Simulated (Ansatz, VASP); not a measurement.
## W3C in VASP and in Ansatz

INCAR

```
SYSTEM = W3C
ALGO = Normal ; DIPOL = 0.5 0.5 0.339
EDIFF = 1E-7 ; ENCUT = 520
GGA = PE ; IDIPOL = 3
ISIF = 2 ; ISMEAR = 0
LASPH = .TRUE. ; LCHARG = .TRUE.
LDIPOL = .TRUE. ; LELF = .TRUE.
LREAL = .FALSE. ; LVACPOTAV = .TRUE.
LVHAR = .TRUE. ; LWAVE = .FALSE.
NBANDS = 31 ; NELM = 60
PREC = Accurate ; SIGMA = 0.1
```

File KPOINTS:

```
k-points
0
G
  9 9 1
  0 0 0
```

Contents of POSCAR:

```
W3C
1.0
    2.8545944806      0.0000000000      0.0000000000
   -1.4272972403      2.4721513377      0.0000000000
    0.0000000000      0.0000000000     21.6971108210
W C
3 1
Direct
    0.6666666667      0.3333333333      0.1843563428
    0.3333333333      0.6666666667      0.2926027619
    0.0000000000      0.0000000000      0.4008418859
    0.7777777778     -0.7777777778      0.4787324408
```

Input for Ansatz:

```yaml
crystal:
  lattice:
    - [2.8545944806, 0.0, 0.0]
    - [-1.4272972403, 2.4721513377, 0.0]
    - [0.0, 0.0, 21.697110821]
  atoms:
    - { symbol: W, position: [0.6666666667, 0.3333333333, 0.1843563428] }
    - { symbol: W, position: [0.3333333333, 0.6666666667, 0.2926027619] }
    - { symbol: W, position: [0.0, 0.0, 0.4008418859] }
    - { symbol: C, position: [0.7777777778, -0.7777777778, 0.4787324408] }
basis:
  ecutwfc: 420
kpoints:
  mp_grid: { grid: [9, 9, 1] }
hamiltonian:
  xc: pbe
scf:
  occupations: { method: gaussian, width: 0.1 }
output:
  forces: true
  eigenvalues: true
efield:
  axis: 3
  dipole_correction: true
  ramp_width: 0.04
```

Alike in both runs: task single point; functional PBE; k mesh 9 × 9 × 1; occupations gaussian, width 0.1 eV; no spin polarisation.

|  | VASP | Ansatz |
| --- | --- | --- |
| version | VASP 6.6.1 | Ansatz 0.2.0 |
| potentials or method | VASP PAW PBE potentials, release 64 (W_sv, C), cutoff 520 eV | scalar-relativistic, plane waves, PAW |
| valence electrons in the cell | 46 | 46 |

```csv
,VASP,Ansatz,Ansatz less VASP
gap on the k mesh at the Fermi level (eV),none,none,-
rms of the force components (eV/Å),1.085,1.098,+0.0131
"work function, face that differs most (eV)",5.14,5.14,-0.003
```

Atom by atom the forces differ by 0.019 eV/Å (rms over components). A gap of «none» marks a metal or a gap that the smearing closes. The functional is the same, so the differences come from potentials, cutoffs and numerics.

Spin-orbit coupling is off throughout.
